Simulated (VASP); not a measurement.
Runs of VASP 6.6.1 on NaF. The structure is that of space group Fm-3m (No. 225), or close to it. The cells are those of the table. 

```tsv
cell	gap on the mesh (eV)	pressure (GPa)
a = 3.279 Å, angles 60.0°, 2 atoms	6.29	(a)
a = 3.302 Å, angles 60.0°, 2 atoms	6.18	(d)
a = 3.324 Å, angles 60.0°, 2 atoms	(c)	-0.1
a = 3.305 Å, angles 60.0°, 2 atoms	6.16	0.7
a = 3.368 Å, angles 60.0°, 2 atoms	5.88	-1.8
a = 3.346 Å, angles 60.0°, 2 atoms	(b)	-1.0
```

Alike in all rows: task single point; level PBE; potentials or basis VASP PAW PBE potentials, release 64 (Na_pv, F); no spin polarisation; k mesh 12 × 12 × 12; cutoff (eV) 520; smearing gaussian 0.05 eV.

Task: Fill in the values left out.

Result: (a) 1.9; (b) 5.97; (c) 6.07; (d) 0.8.

A k mesh can miss the band edges.
